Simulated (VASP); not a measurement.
# Al3Ni (Pnma) in VASP: notebook

Runs on Al3Ni. Level: r2SCAN. Tasks: single point.

Program: VASP 6.6.1. These are calculated values, not measurements. Logs are shortened: lines on timing, memory, paths and dates and some standing lists are left out, and cuts for length are marked.

## (1) The cell of the first run

It takes space group Pnma (No. 62, orthorhombic). The conventional cell has a = 6.399 Å, b = 7.088 Å, c = 4.596 Å, α = 90.00°, β = 90.00°, γ = 90.00°. Within 3.1 Å of Al (site symmetry m) lie 3 Ni at 2.35 to 2.59 Å and 10 Al at 2.70 to 3.03 Å. Al (site symmetry 1) has 3 Ni at 2.36 to 2.38 Å and 9 Al at 2.63 to 3.03 Å within 3.1 Å. Within 3.1 Å of Ni (site symmetry m) lie 9 Al at 2.35 to 2.59 Å.

## (2) Single point, r2SCAN (13.03 Å³/atom)

Contents of POSCAR:

```
Al3Ni
1.0
    6.3989437765      0.0000000000      0.0000000000
    0.0000000000      7.0881549450      0.0000000000
    0.0000000000      0.0000000000      4.5959271304
Al Ni
12 4
Direct
    0.0127653144      0.2500000000      0.9145334359
    0.1727987497      0.4427309320      0.3707469815
    0.1727987497      0.0572690680      0.3707469815
    0.3272012503      0.5572690680      0.8707469815
    0.6727987497      0.4427309320      0.1292530185
    0.8272012503      0.9427309320      0.6292530185
    0.6727987497      0.0572690680      0.1292530185
    0.8272012503      0.5572690680      0.6292530185
    0.3272012503      0.9427309320      0.8707469815
    0.5127653144      0.2500000000      0.5854665641
    0.9872346856      0.7500000000      0.0854665641
    0.4872346856      0.7500000000      0.4145334359
    0.8718404583      0.2500000000      0.4421526631
    0.3718404583      0.2500000000      0.0578473369
    0.1281595417      0.7500000000      0.5578473369
    0.6281595417      0.7500000000      0.9421526631
```

Contents of INCAR.step1:

```
  PREC = Accurate
  ENCUT = 520
  ISMEAR = 0
  SIGMA = 0.1
  LREAL = Auto
  LASPH = True
  NELM = 60
  NBANDS = 52
  GGA = PE
  ALGO = Normal
  EDIFF = 1E-4
  LWAVE = True
  LCHARG = False
```

Contents of INCAR.step2:

```
  PREC = Accurate
  ENCUT = 520
  EDIFF = 1E-7
  ISMEAR = 0
  SIGMA = 0.1
  LREAL = Auto
  LASPH = True
  NELM = 60
  ALGO = Normal
  ISIF = 2
  LWAVE = False
  LCHARG = True
  METAGGA = R2SCAN
  LMIXTAU = True
  LELF = True
  LVHAR = True
  NBANDS = 52
  ISTART = 1
```

Contents of KPOINTS:

```
regular mesh
0
Gamma
  6 6 8
```

Potentials or basis: VASP PAW PBE potentials, release 64 (Al, Ni).

On the command line:

```
> cat potpaw_PBE.64/Al/POTCAR potpaw_PBE.64/Ni/POTCAR > POTCAR
> cp INCAR.step1 INCAR
> mpirun -np 1 vasp_std > vasp.out
> cp INCAR.step2 INCAR
> mpirun -np 1 vasp_std > vasp.out
```

OUTCAR:

```text
PREC = Accurate
   ENCUT = 520
   EDIFF = 1E-7
   ISMEAR = 0
   LREAL = Auto
   LASPH = True
   NELM = 60
   ISIF = 2
   METAGGA = R2SCAN
   ISTART = 1

 ion  position               nearest neighbor table
   1  0.013  0.250  0.915-  13 2.35  14 2.39  13 2.59   2 2.70   3 2.70   5 2.75   7 2.75   6 2.81
                             8 2.81   4 2.97   9 2.97   2 3.03   3 3.03
   2  0.173  0.443  0.371-  14 2.36  15 2.36  13 2.38   4 2.63   4 2.63   8 2.64   1 2.70   3 2.73
                            10 2.75  11 2.81  12 2.97   1 3.03
   3  0.173  0.057  0.371-  14 2.36  15 2.36  13 2.38   9 2.63   9 2.63   6 2.64   1 2.70   2 2.73
                            10 2.75  11 2.81  12 2.97   1 3.03
   4  0.327  0.557  0.871-  15 2.36  14 2.36  16 2.38   2 2.63   2 2.63   5 2.64  12 2.70   9 2.73
                            11 2.75  10 2.81   1 2.97  12 3.03
   5  0.673  0.443  0.129-  13 2.36  16 2.36  14 2.38   8 2.63   8 2.63   4 2.64  10 2.70   7 2.73
                             1 2.75  12 2.81  11 2.97  10 3.03
   6  0.827  0.943  0.629-  16 2.36  13 2.36  15 2.38   7 2.63   7 2.63   3 2.64  11 2.70   8 2.73
                            12 2.75   1 2.81  10 2.97  11 3.03
   7  0.673  0.057  0.129-  13 2.36  16 2.36  14 2.38   6 2.63   6 2.63   9 2.64  10 2.70   5 2.73
                             1 2.75  12 2.81  11 2.97  10 3.03
   8  0.827  0.557  0.629-  16 2.36  13 2.36  15 2.38   5 2.63   5 2.63   2 2.64  11 2.70   6 2.73
                            12 2.75   1 2.81  10 2.97  11 3.03
   9  0.327  0.943  0.871-  15 2.36  14 2.36  16 2.38   3 2.63   3 2.63   7 2.64  12 2.70   4 2.73
                            11 2.75  10 2.81   1 2.97  12 3.03
  10  0.513  0.250  0.585-  14 2.35  13 2.39  14 2.59   7 2.70   5 2.70   3 2.75   2 2.75   9 2.81
                             4 2.81   6 2.97   8 2.97   7 3.03   5 3.03
  11  0.987  0.750  0.085-  15 2.35  16 2.39  15 2.59   8 2.70   6 2.70   9 2.75   4 2.75   3 2.81
                             2 2.81   7 2.97   5 2.97   8 3.03   6 3.03
  12  0.487  0.750  0.415-  16 2.35  15 2.39  16 2.59   4 2.70   9 2.70   8 2.75   6 2.75   5 2.81
                             7 2.81   2 2.97   3 2.97   4 3.03   9 3.03
  13  0.872  0.250  0.442-   1 2.35   5 2.36   7 2.36   6 2.36   8 2.36   2 2.38   3 2.38  10 2.39
                             1 2.59
  14  0.372  0.250  0.058-  10 2.35   3 2.36   2 2.36   9 2.36   4 2.36   5 2.38   7 2.38   1 2.39
                            10 2.59
  15  0.128  0.750  0.558-  11 2.35   9 2.36   4 2.36   3 2.36   2 2.36   6 2.38   8 2.38  12 2.39
                            11 2.59
  16  0.628  0.750  0.942-  12 2.35   8 2.36   6 2.36   5 2.36   7 2.36   9 2.38   4 2.38  11 2.39
                            12 2.59

  LATTYP: Found a simple orthorhombic cell.
 ALAT       =     4.5959271304
 B/A-ratio  =     1.3923074920
 C/A-ratio  =     1.5422687836

  Lattice vectors:

 A1 = (   0.0000000000,   0.0000000000,   4.5959271304)
 A2 = (   6.3989437765,   0.0000000000,   0.0000000000)
 A3 = (   0.0000000000,   7.0881549450,   0.0000000000)

Analysis of symmetry for initial positions (statically):
=====================================================================
 Subroutine PRICEL returns:
 Original cell was already a primitive cell.

 Routine SETGRP: Setting up the symmetry group for a
 simple orthorhombic supercell.

 Subroutine GETGRP returns: Found  8 space group operations
 (whereof  2 operations were pure point group operations)
 out of a pool of  8 trial point group operations.

The static configuration has the point symmetry S_2 .
 The point group associated with its full space group is D_2h.

Analysis of symmetry for dynamics (positions and initial velocities):
=====================================================================
 Subroutine PRICEL returns:
 Original cell was already a primitive cell.

 Routine SETGRP: Setting up the symmetry group for a
 simple orthorhombic supercell.

 Subroutine GETGRP returns: Found  8 space group operations
 (whereof  2 operations were pure point group operations)
 out of a pool of  8 trial point group operations.

The dynamic configuration has the point symmetry S_2 .
 The point group associated with its full space group is D_2h.

 Subroutine INISYM returns: Found  8 space group operations
 (whereof  2 operations are pure point group operations),
 and found     1 'primitive' translations

----------------------------------------------------------------------------------------

                                     Primitive cell

  volume of cell :     208.4561

  direct lattice vectors                    reciprocal lattice vectors
     6.398943777  0.000000000  0.000000000     0.156275791  0.000000000  0.000000000
     0.000000000  7.088154945  0.000000000     0.000000000  0.141080437  0.000000000
     0.000000000  0.000000000  4.595927130     0.000000000  0.000000000  0.217583955

  length of vectors
     6.398943777  7.088154945  4.595927130     0.156275791  0.141080437  0.217583955

  position of ions in fractional coordinates (direct lattice)
     0.012765314  0.250000000  0.914533436
     0.172798750  0.442730932  0.370746981
     0.172798750  0.057269068  0.370746981
     0.327201250  0.557269068  0.870746981
     0.672798750  0.442730932  0.129253019
     0.827201250  0.942730932  0.629253019
[... 8 lines left out ...]
     0.128159542  0.750000000  0.557847337
     0.628159542  0.750000000  0.942152663

  ion indices of the primitive-cell ions
   primitive index   ion index
                 1           1
                 2           2
                 3           3
                 4           4
                 5           5
                 6           6
[... 8 lines left out ...]
                15          15
                16          16

----------------------------------------------------------------------------------------

 KPOINTS: regular mesh

Automatic generation of k-mesh.
 Grid dimensions read from file:
 generate k-points for:    6    6    8

 Generating k-lattice:

  Cartesian coordinates                     Fractional coordinates (reciprocal lattice)
     0.026045965  0.000000000  0.000000000     0.166666667  0.000000000  0.000000000
     0.000000000  0.023513406  0.000000000     0.000000000  0.166666667  0.000000000
     0.000000000  0.000000000  0.027197994     0.000000000  0.000000000  0.125000000

  Length of vectors
     0.026045965  0.023513406  0.027197994

  Shift w.r.t. Gamma in fractional coordinates (k-lattice)
     0.000000000  0.000000000  0.000000000

 Subroutine IBZKPT returns following result:
 ===========================================

 Found     80 irreducible k-points:

 Following reciprocal coordinates:
            Coordinates               Weight
  0.000000  0.000000  0.000000      1.000000
  0.166667  0.000000  0.000000      2.000000
  0.333333  0.000000  0.000000      2.000000
  0.500000  0.000000  0.000000      1.000000
  0.000000  0.166667  0.000000      2.000000
  0.166667  0.166667  0.000000      4.000000
[... 16 lines left out ...]
  0.333333  0.166667  0.125000      8.000000
  0.500000  0.166667  0.125000      4.000000
 [... further k-points ...]
   k-points           NKPTS =     80   k-points in BZ     NKDIM =     80   number of bands    NBANDS=     52
   number of dos      NEDOS =    301   number of ions     NIONS =     16
   total plane-waves  NPLWV =  93312
   dimension x,y,z NGX =    48 NGY =   54 NGZ =   36
   dimension x,y,z NGXF=    96 NGYF=  108 NGZF=   72
   ions per type =              12   4
   NGX,Y,Z   is equivalent  to a cutoff of  12.47, 12.67, 13.02 a.u.
   NGXF,Y,Z  is equivalent  to a cutoff of  24.94, 25.33, 26.04 a.u.
 SYSTEM =  unknown system
   PREC   = accura    normal or accurate (medium, high low for compatibility)
   ISTART =      1    job   : 0-new  1-cont  2-samecut
   ICHARG =      0    charge: 1-file 2-atom 10-const
   ISPIN  =      1    spin polarized calculation?
   LNONCOLLINEAR =      F non collinear calculations
   LSORBIT =      F    spin-orbit coupling
   LASPH  =      T    aspherical Exc in radial PAW
   ENCUT  =  520.0 eV  38.22 Ry    6.18 a.u.  11.90 13.18  8.55*2*pi/ulx,y,z
   NELM   =     60;   NELMIN=  2; NELMDL=  0     # of ELM steps
   EDIFF  = 0.1E-06   stopping-criterion for ELM
   LREAL  =      T    real-space projection
   EDIFFG = 0.1E-05   stopping-criterion for IOM
   NSW    =      0    number of steps for IOM
   IBRION =     -1    ionic relax: 0-MD 1-quasi-New 2-CG
   NFREE  =      0    steps in history (QN), initial steepest desc. (CG)
   ISIF   =      2    stress and relaxation
   ISYM   =      2    0-nonsym 1-usesym 2-fastsym
   POTIM  = 0.5000    time-step for ionic-motion
   TEBEG  =    0.0;   TEEND  =   0.0 temperature during run
   PSTRESS=    0.0 pullay stress
   NELECT =      76.0000    total number of electrons
   NUPDOWN=      -1.0000    fix difference up-down
   EMIN   =  10.00;   EMAX   =-10.00  energy-range for DOS
   EFERMI =   0.00;   METHOD = LEGACY
   ISMEAR =     0;   SIGMA  =   0.10  broadening in eV -4-tet -1-fermi 0-gaus
   EFERMI_NEDOS =   21; number of points for ismear=-14 and -15
   IALGO  =     38    algorithm
   IMIX   =      4    mixing-type and parameters
     AMIX     =   0.40;   BMIX     =  1.00
     AMIX_MAG =   1.60;   BMIX_MAG =  1.00
  volume/ion in A,a.u.               =      13.03        87.92
  Fermi-wavevector in a.u.,A,eV,Ry     =   1.169520  2.210073 18.609750  1.367778
  Thomas-Fermi vector in A             =   2.305992
   LORBIT       =      0    0 simple, 1 ext, 2 COOP (PROOUT), +10 PAW based schemes
   METAGGA = R2SCAN    functional components
   LHFCALC =     F    Hartree Fock is set to
   AEXX    =    0.0000 exact exchange contribution
   IVDW    =     0    specifies the selected vdW correction
   LEPSILON=     F    determine dielectric tensor
   LRPA    =     F    only Hartree local field effects (RPA)
 non-spin polarized calculation
 Gauss-broadening in eV      SIGMA  =   0.10
  energy-cutoff  :      520.00
  volume of cell :      208.46
 maximum number of plane-waves:      5646
 NGX is ok and might be reduce to    48
   NGX = 23   NGY = 27   NGZ = 17

 number of electron      76.0000008 magnetization

 Free energy of the ion-electron system (eV)
  ---------------------------------------------------
  ext. energy  EPLUGINS =         0.00000000
  ---------------------------------------------------
  free energy    TOTEN  =      -134.52435844 eV

  energy without entropy =     -134.51048443  energy(sigma->0) =     -134.51742143

 E-fermi :   9.7912     XC(G=0): -12.1538

 val. band max:        9.7565430724   @ k =   0.3333   0.0000   0.2500
 cond. band min:       9.7937169382   @ k =   0.5000   0.0000   0.2500
 fundamental gap:      0.0371738658
 Fermi energy:         9.7911642984

 k-point     1 :       0.0000    0.0000    0.0000
  band No.  band energies     occupation
      1      -2.5916      2.00000
      2       0.4246      2.00000
      3       0.5387      2.00000
      4       1.0769      2.00000
      5       1.2300      2.00000
      6       3.6438      2.00000
[... 42 lines left out ...]
     49      12.6251      0.00000
     50      13.0435      0.00000

 k-point     2 :       0.1667    0.0000    0.0000
  band No.  band energies     occupation
      1      -2.4837      2.00000
      2       0.0426      2.00000
      3       0.5324      2.00000
      4       0.6333      2.00000
      5       2.3914      2.00000
      6       2.7920      2.00000
[... 1158 lines left out ...]
 k-point    24 :       0.5000    0.1667    0.1250
  band No.  band energies     occupation
      1      -1.4263      2.00000
      2      -1.4263      2.00000
      3       0.5967      2.00000
      4       0.5967      2.00000
      5       2.4810      2.00000
      6       2.4810      2.00000
[... 42 lines left out ...]
     49      13.9254      0.00000
     50      13.9254      0.00000

 [... further k-points ...]

 [bands above 50 left out]

------------------------ aborting loop because EDIFF is reached ----------------------------------------

  FORCE on cell =-STRESS in cart. coord.  units (eV):
  Direction    XX          YY          ZZ          XY          YZ          ZX
  --------------------------------------------------------------------------------------
  -------------------------------------------------------------------------------------
  Total       18.1876456     18.2760478     18.2871243      0.0000000      0.0000000     -0.0000000
  in kB      139.7888183    140.4682710    140.5534039      0.0000000      0.0000000     -0.0000000
  external PRESSURE =     140.2701644 kB  Pullay stress =       0.0000000 kB

 VOLUME and BASIS-vectors are now :
 -----------------------------------------------------------------------------
  energy-cutoff  :      520.00
  volume of cell :      208.46
      direct lattice vectors                 reciprocal lattice vectors
     6.398943777  0.000000000  0.000000000     0.156275791  0.000000000  0.000000000
     0.000000000  7.088154945  0.000000000     0.000000000  0.141080437  0.000000000
     0.000000000  0.000000000  4.595927130     0.000000000  0.000000000  0.217583955

 POSITION                                       TOTAL-FORCE (eV/Angst)
 -----------------------------------------------------------------------------------
      0.08168      1.77204      4.20313         0.001838     -0.000000     -0.009293
      1.10573      3.13815      1.70393         0.001786      0.002776      0.000864
      1.10573      0.40593      1.70393         0.001786     -0.002776      0.000864
      2.09374      3.95001      4.00189        -0.001786     -0.002776      0.000864
      4.30520      3.13815      0.59404         0.001786      0.002776     -0.000864
      5.29321      6.68222      2.89200        -0.001786      0.002776     -0.000864
[... 8 lines left out ...]
      0.82009      5.31612      2.56383        -0.003556      0.000000      0.008018
      4.01956      5.31612      4.33006        -0.003556     -0.000000     -0.008018
 -----------------------------------------------------------------------------------
    total drift:                                0.000000      0.000000      0.000000

  FREE ENERGIE OF THE ION-ELECTRON SYSTEM (eV)
  ---------------------------------------------------
  free  energy   TOTEN  =      -134.5243584356 eV

  energy  without entropy=     -134.5104844286  energy(sigma->0) =     -134.51742143
```

It took 71 min on 1 thread of Intel Xeon Platinum 8375C at 2.90GHz (Ice Lake), shared host; peak memory 0.66 GiB.

Results:

```yaml
Free_energy: -134.5244 eV
Pressure: 14.0 GPa
Largest_force: 0.009 eV/Å
Band_gap_on_the_k_mesh: zero (bands 38 and 39 overlap by 2.08 eV)
```

Forces in eV/Å, atoms in the order of the input:
```
Al   0.002  0.000 -0.009
Al   0.002  0.003  0.001
Al   0.002 -0.003  0.001
Al  -0.002 -0.003  0.001
Al   0.002  0.003 -0.001
Al  -0.002  0.003 -0.001
Al   0.002 -0.003 -0.001
Al  -0.002 -0.003 -0.001
Al  -0.002  0.003  0.001
Al   0.002  0.000  0.009
Al  -0.002  0.000  0.009
Al  -0.002  0.000 -0.009
Ni   0.004  0.000 -0.008
Ni   0.004  0.000  0.008
Ni  -0.004  0.000  0.008
Ni  -0.004  0.000 -0.008
```

Levels at points of the mesh, in eV from the Fermi level:
| k point | band 36 | band 37 | band 38 | band 39 | band 40 | band 41 |
| --- | --- | --- | --- | --- | --- | --- |
| (0.00, 0.00, 0.00) | -0.70 | -0.61 | -0.54 | -0.39 | 0.77 | 1.85 |
| (0.50, 0.00, 0.00) | -0.74 | -0.56 | -0.56 | -0.25 | -0.25 | 0.74 |
| (0.00, 0.50, 0.00) | -0.70 | -0.62 | -0.62 | 0.63 | 0.63 | 0.75 |
| (0.50, 0.50, 0.00) | -1.58 | -0.95 | -0.95 | -0.95 | -0.95 | 2.69 |
| (0.00, 0.00, 0.50) | -1.65 | -1.13 | -1.13 | 1.70 | 1.70 | 3.05 |
| (0.50, 0.00, 0.50) | -0.45 | 1.13 | 1.13 | 1.17 | 1.17 | 1.55 |
| (0.00, 0.50, 0.50) | -1.62 | 0.20 | 0.20 | 0.69 | 0.69 | 1.29 |
| (0.50, 0.50, 0.50) | -1.60 | -0.57 | -0.57 | -0.57 | -0.57 | 1.17 |

Caveat: the cell stands under pressure; the PAW data sets were made with another functional, which shifts forces and pressure a little.

[end of part 1 of 2]
